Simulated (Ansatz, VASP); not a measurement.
Al9N: VASP beside Ansatz

INCAR

```
SYSTEM = Al9N
ALGO = Normal
DIPOL = 0.5 0.5 0.300
EDIFF = 1E-6
ENCUT = 520
GGA = PE
IDIPOL = 3
ISIF = 2
ISMEAR = 0
LASPH = .True.
LCHARG = .False.
LDIPOL = .True.
LREAL = Auto
LWAVE = .False.
NBANDS = 48
NELM = 80
PREC = Accurate
SIGMA = 0.1
```

File KPOINTS:

```
k-points
0
Gamma
  5 3 1
  0 0 0
```

The input POSCAR:

```
Al9N
1.0
    5.7070863110      0.0000000000      0.0000000000
   -1.4267715777      9.7014842372      0.0000000000
    0.0000000000      0.0000000000     22.7903703877
Al N
18 2
Direct
    0.2662216041      0.0648864163      0.1755127245
    0.7662216041      0.0648864163      0.1755127245
    0.3354806058      0.3419224231      0.2192029851
    0.8354806058      0.3419224231      0.2192029851
    0.1493324061      0.5973296244      0.2279410371
    0.6493324061      0.5973296244      0.2279410371
    0.4631842064      0.8527368258      0.2366790893
    0.9631842064      0.8527368258      0.2366790893
    0.0319772075      0.1277109158      0.2808262501
    0.5319772075      0.1277109158      0.2808262501
    0.0997917578      0.4042231245      0.3301071117
    0.5997917578      0.4042231245      0.3301071117
    0.4144000538      0.6596656467      0.3369822073
    0.9144000538      0.6596656467      0.3369822073
    0.2263076930      0.9110819227      0.3449259125
    0.7263076930      0.9110819227      0.3449259125
    0.2962427187      0.1814071959      0.3857054641
    0.7962427187      0.1814071959      0.3857054641
    0.3146665420      0.9110819227      0.4629310629
    0.6379488439      0.9110819227      0.4629310629
```

Input for Ansatz:

```yaml
crystal:
  lattice:
    - [5.707086311, 0.0, 0.0]
    - [-1.4267715777, 9.7014842372, 0.0]
    - [0.0, 0.0, 22.7903703877]
  atoms:
    - { symbol: Al, position: [0.2662216041, 0.0648864163, 0.1755127245] }
    - { symbol: Al, position: [0.7662216041, 0.0648864163, 0.1755127245] }
    - { symbol: Al, position: [0.3354806058, 0.3419224231, 0.2192029851] }
    - { symbol: Al, position: [0.8354806058, 0.3419224231, 0.2192029851] }
    - { symbol: Al, position: [0.1493324061, 0.5973296244, 0.2279410371] }
    - { symbol: Al, position: [0.6493324061, 0.5973296244, 0.2279410371] }
    - { symbol: Al, position: [0.4631842064, 0.8527368258, 0.2366790893] }
    - { symbol: Al, position: [0.9631842064, 0.8527368258, 0.2366790893] }
    - { symbol: Al, position: [0.0319772075, 0.1277109158, 0.2808262501] }
    - { symbol: Al, position: [0.5319772075, 0.1277109158, 0.2808262501] }
    - { symbol: Al, position: [0.0997917578, 0.4042231245, 0.3301071117] }
    - { symbol: Al, position: [0.5997917578, 0.4042231245, 0.3301071117] }
    - { symbol: Al, position: [0.4144000538, 0.6596656467, 0.3369822073] }
    - { symbol: Al, position: [0.9144000538, 0.6596656467, 0.3369822073] }
    - { symbol: Al, position: [0.226307693, 0.9110819227, 0.3449259125] }
    - { symbol: Al, position: [0.726307693, 0.9110819227, 0.3449259125] }
    - { symbol: Al, position: [0.2962427187, 0.1814071959, 0.3857054641] }
    - { symbol: Al, position: [0.7962427187, 0.1814071959, 0.3857054641] }
    - { symbol: "N", position: [0.314666542, 0.9110819227, 0.4629310629] }
    - { symbol: "N", position: [0.6379488439, 0.9110819227, 0.4629310629] }
basis:
  ecutwfc: 420
kpoints:
  mp_grid: { grid: [5, 3, 1] }
hamiltonian:
  xc: pbe
  pseudopotentials: { kind: paw, azcp: { folder: soft_1 } }
scf:
  occupations: { method: gaussian, width: 0.1 }
output:
  forces: true
  eigenvalues: true
efield:
  axis: 3
  dipole_correction: true
  ramp_width: 0.04
```

Alike in both runs: task single point; functional PBE; k mesh 5 × 3 × 1; occupations gaussian, width 0.1 eV; no spin polarisation.

|  | VASP | Ansatz |
| --- | --- | --- |
| version | VASP 6.6.1 | Ansatz 0.2.0 |
| potentials or method | VASP PAW PBE potentials, release 64 (Al, N), cutoff 520 eV | scalar-relativistic, plane waves, PAW |
| valence electrons in the cell | 64 | 64 |

```tsv
	VASP	Ansatz	Ansatz less VASP
gap on the k mesh at the Fermi level (eV)	none	none	-
rms of the force components (eV/Å)	1.328	1.332	+0.0041
```

Atom by atom the forces differ by 0.004 eV/Å (rms over components). A gap of «none» marks a metal or a gap that the smearing closes.
